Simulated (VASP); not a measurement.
Here is a VASP 6.6.1 calculation.

The input POSCAR:

```
Sn
1.0
    0.0000000000      2.3910017349      2.3910017349
    2.3910017349      0.0000000000      2.3910017349
    2.3910017349      2.3910017349      0.0000000000
Sn
1
Direct
    0.0000000000      0.0000000000      0.0000000000
```

INCAR.step1

```
PREC = Accurate
ENCUT = 550
ISMEAR = 0
SIGMA = 0.05
LREAL = False
LASPH = True
NELM = 120
NBANDS = 13
GGA = PE
ALGO = Normal
EDIFF = 1E-5
LWAVE = True
LCHARG = False
GGA_COMPAT = False
```

File INCAR.step2:

```
PREC = Accurate
ENCUT = 550
EDIFF = 1E-6
ISMEAR = 0
SIGMA = 0.05
LREAL = False
LASPH = True
NELM = 120
ALGO = Normal
ISIF = 2
LWAVE = False
LCHARG = True
METAGGA = R2SCAN
LMIXTAU = True
LELF = True
LVHAR = True
NBANDS = 13
ISTART = 1
GGA_COMPAT = False
```

File KPOINTS:

```
Automatic mesh
0
Gamma
  16 16 16
```

Potentials or basis: VASP PAW PBE potentials, release 64 (Sn_d).

Command:

```console
$ cat potpaw_PBE.64/Sn_d/POTCAR > POTCAR
$ cp INCAR.step1 INCAR
$ mpirun -np 1 vasp_std > vasp.out
$ cp INCAR.step2 INCAR
$ mpirun -np 1 vasp_std > vasp.out
```

Q: Predict the band gap on the k mesh.

A: Zero (bands 7 and 8 overlap by 10.16 eV).

Q: What does it give for the pressure?

A: 0.0 GPa.

Caveat: the PAW data sets were made with another functional, which shifts forces and pressure a little; spin-orbit coupling is left out, which moves the levels of the heavy elements.
